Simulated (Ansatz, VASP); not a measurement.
## Two plane-wave programs on MgS

File INCAR:

```
ALGO = Normal
EDIFF = 1E-6
ENCUT = 600
GGA = PS
GGA_COMPAT = False
ISIF = 2
ISMEAR = 0
LASPH = True
LCHARG = True
LELF = True
LREAL = False
LVHAR = True
LWAVE = False
NBANDS = 11
NELM = 120
PREC = Accurate
SIGMA = 0.01
```

The input KPOINTS:

```
k-points
0
Gamma
  6 6 6
```

File POSCAR:

```
MgS
1.0
    0.0000000000      2.5653969554      2.6055130538
    2.5653969554      0.0000000000      2.6055130538
    2.5653969554      2.5653969554      0.0000000000
Mg S
1 1
Direct
    0.0000000000      0.0000000000      0.0000000000
    0.5000000000      0.5000000000      0.5000000000
```

Input for Ansatz:

```yaml
crystal:
  lattice:
    - [0.0, 2.5653969554, 2.6055130538]
    - [2.5653969554, 0.0, 2.6055130538]
    - [2.5653969554, 2.5653969554, 0.0]
  atoms:
    - { symbol: Mg, position: [0.0, 0.0, 0.0] }
    - { symbol: S, position: [0.5, 0.5, 0.5] }
basis:
  ecutwfc: 600.0
kpoints:
  mp_grid: { grid: [6, 6, 6] }
  band_path:
    path:
      - [0.0, 0.0, 0.0]
      - [0.0, 0.0, 0.0]
      - [0.0, 0.0, 0.0]
      - [0.0, 0.0, 0.0]
      - [0.0, 0.0, 0.0]
      - [0.0, 0.0, 0.0]
      - [0.0, 0.0, 0.0]
      - [0.0, 0.0, 0.0]
      - [0.0, 0.0, 0.0]
      - [0.0, 0.0, 0.0]
      - [0.0, 0.0, 0.0]
      - [0.0, 0.0, 0.0]
      - [0.0, 0.0, 0.0]
      - [0.0, 0.0, 0.0]
      - [0.0, 0.0, 0.0]
      - [0.0, 0.0, 0.0]
      - [0.0, 0.0, 0.0]
      - [0.0, 0.0, 0.0]
      - [0.0, 0.0, 0.0]
      - [0.0, 0.0, 0.0]
      - [0.0, 0.0, 0.0]
      - [0.0, 0.0, 0.0]
      - [0.0, 0.0, 0.0]
      - [0.0, 0.0, 0.0]
      - [0.0, 0.0, 0.0]
      - [0.0, 0.0, 0.0]
      - [0.3, 0.3, 0.0]
      - [0.3166666667, 0.3166666667, 0.0]
      - [0.3333333333, 0.3333333333, 0.0]
      - [0.35, 0.35, 0.0]
      - [0.3666666667, 0.3666666667, 0.0]
      - [0.3833333333, 0.3833333333, 0.0]
      - [0.4, 0.4, 0.0]
      - [0.4166666667, 0.4166666667, 0.0]
      - [0.4333333333, 0.4333333333, 0.0]
      - [0.45, 0.45, 0.0]
      - [0.4666666667, 0.4666666667, 0.0]
      - [0.4833333333, 0.4833333333, 0.0]
      - [0.5, 0.5, 0.0]
      - [0.0, 0.3, 0.3]
      - [0.0, 0.3166666667, 0.3166666667]
      - [0.0, 0.3333333333, 0.3333333333]
      - [0.0, 0.35, 0.35]
      - [0.0, 0.3666666667, 0.3666666667]
      - [0.0, 0.3833333333, 0.3833333333]
      - [0.0, 0.4, 0.4]
      - [0.0, 0.4166666667, 0.4166666667]
      - [0.0, 0.4333333333, 0.4333333333]
      - [0.0, 0.45, 0.45]
      - [0.0, 0.4666666667, 0.4666666667]
      - [0.0, 0.4833333333, 0.4833333333]
      - [0.0, 0.5, 0.5]
      - [0.5, 0.5, 0.5]
      - [0.5, 0.5, 0.5]
      - [0.5, 0.5, 0.5]
      - [0.5, 0.5, 0.5]
      - [0.5, 0.5, 0.5]
      - [0.5, 0.5, 0.5]
      - [0.5, 0.5, 0.5]
      - [0.5, 0.5, 0.5]
      - [0.5, 0.5, 0.5]
      - [0.5, 0.5, 0.5]
      - [0.5, 0.5, 0.5]
      - [0.5, 0.5, 0.5]
      - [0.5, 0.5, 0.5]
      - [0.0, 0.0, 0.5]
      - [0.0, 0.0, 0.5]
      - [0.0, 0.0, 0.5]
      - [0.0, 0.0, 0.5]
      - [0.0, 0.0, 0.5]
      - [0.0, 0.0, 0.5]
      - [0.0, 0.0, 0.5]
      - [0.0, 0.0, 0.5]
      - [0.0, 0.0, 0.5]
      - [0.0, 0.0, 0.5]
      - [0.0, 0.0, 0.5]
      - [0.0, 0.0, 0.5]
      - [0.0, 0.0, 0.5]
      - [0.5, 0.5, 0.5]
      - [0.5, 0.5, 0.5]
      - [0.5, 0.5, 0.5]
      - [0.5, 0.5, 0.5]
      - [0.5, 0.5, 0.5]
      - [0.5, 0.5, 0.5]
      - [0.5, 0.5, 0.5]
      - [0.5, 0.5, 0.5]
      - [0.5, 0.5, 0.5]
      - [0.5, 0.5, 0.5]
      - [0.5, 0.5, 0.5]
      - [0.5, 0.5, 0.5]
      - [0.5, 0.5, 0.5]
      - [0.0, 0.0, 0.5]
      - [0.0, 0.0, 0.5]
      - [0.0, 0.0, 0.5]
      - [0.0, 0.0, 0.5]
      - [0.0, 0.0, 0.5]
      - [0.0, 0.0, 0.5]
      - [0.0, 0.0, 0.5]
      - [0.0, 0.0, 0.5]
      - [0.0, 0.0, 0.5]
      - [0.0, 0.0, 0.5]
      - [0.0, 0.0, 0.5]
      - [0.0, 0.0, 0.5]
      - [0.0, 0.0, 0.5]
    npoints: 1
hamiltonian:
  xc: pbesol
scf:
  occupations: { method: fixed }
  n_extra_bands: 5
output:
  eigenvalues: true
```

Alike in both runs: task single point; functional PBEsol; k mesh 6 × 6 × 6; no spin polarisation.

|  | VASP | Ansatz |
| --- | --- | --- |
| version | VASP 6.6.1 | Ansatz 0.2.0 |
| potentials or method | VASP PAW PBE potentials, release 64 (Mg, S), cutoff 600 eV | scalar-relativistic, plane waves, PAW |
| occupations | gaussian, width 0.01 eV | fixed |
| valence electrons in the cell | 8 | 16 |

```csv
,VASP,Ansatz,Ansatz less VASP
gap on the k mesh at the Fermi level (eV),2.69,2.68,-0.004
least direct gap on the mesh (eV),3.76,3.76,-0.001
```

VASP's potentials were made for PBE, not for PBEsol. VASP's potentials hold 8 valence electrons a cell and Ansatz's 16, so a difference there can come from the potentials and not from the codes.
